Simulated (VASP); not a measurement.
The system is Li4F.

```
Li F
1.0
    -1.91343    1.91343    3.61782
     1.91343   -1.91343    3.61782
     1.91343    1.91343   -3.61782
Li F
4 1
Cartesian
  0.0000 0.0000 1.7727
  0.0000 0.0000 5.4629
  0.0000 1.9134 0.0000
  1.9134 0.0000 0.0000
  0.0000 0.0000 0.0000
```

- Program: VASP 6.6.1
- Task: relaxation of cell and atoms
- Functional: PBE
- Potentials or basis: VASP PAW PBE potentials, release 64 (Li_sv, F)
- Cutoff: 600 eV
- k mesh: 6 × 6 × 6
- Occupations: gaussian, width 0.1 eV
- Spin: no spin polarisation

At the start: pressure 15.8 GPa; volume 10.60 Å³/atom.

Q: Where does the relaxation end?

A: Over 11 steps the energy falls by 208.1 meV/atom and the volume is 15.05 Å³/atom (+42.1 %); space group I4/mmm (No. 139, to 0.05 Å).

Step by step:
```
step  energy change (eV)  largest force (eV/Å)  pressure (GPa)  volume (Å³)
   1              0.0000                0.3363           15.83        52.98
   2             -0.6150                0.4727            7.44        61.42
   3             -0.9184                0.5491            0.56        73.30
   4             -0.9237                0.5569           -0.25        75.20
   5             -0.9600                0.4577           -0.25        75.38
   6             -1.0224                0.0742            0.01        75.93
   7             -1.0245                0.0611            0.14        76.08
   8             -1.0247                0.0299            0.08        76.04
   9             -1.0353                0.0077           -0.19        76.30
  10             -1.0388                0.0057           -0.47        76.52
  11             -1.0406                0.0181            0.02        75.27
```

Final structure:
```yaml
crystal:
  lattice:
    - [-2.08378, 2.08378, 4.33369]
    - [2.08378, -2.08378, 4.33369]
    - [2.08378, 2.08378, -4.33369]
  atoms:
    - { symbol: Li, position: [0.21715, 0.21715, 0.00000] }
    - { symbol: Li, position: [0.78285, 0.78285, 0.00000] }
    - { symbol: Li, position: [0.50000, 0.00000, 0.50000] }
    - { symbol: Li, position: [0.00000, 0.50000, 0.50000] }
    - { symbol: F, position: [0.00000, 0.00000, 0.00000] }
```

Caveat: the k points lie up to 0.36 Å⁻¹ apart in the final cell; the cutoff is under 1.25 times the usual one of these potentials, so pressure, stress and relaxed cells hold a basis-set (Pulay) error; the volume moved by over 15 % at a fixed basis, so the end points are rough; an odd number of electrons without spin polarisation forces a metal; a magnetic or distorted state may lie lower.
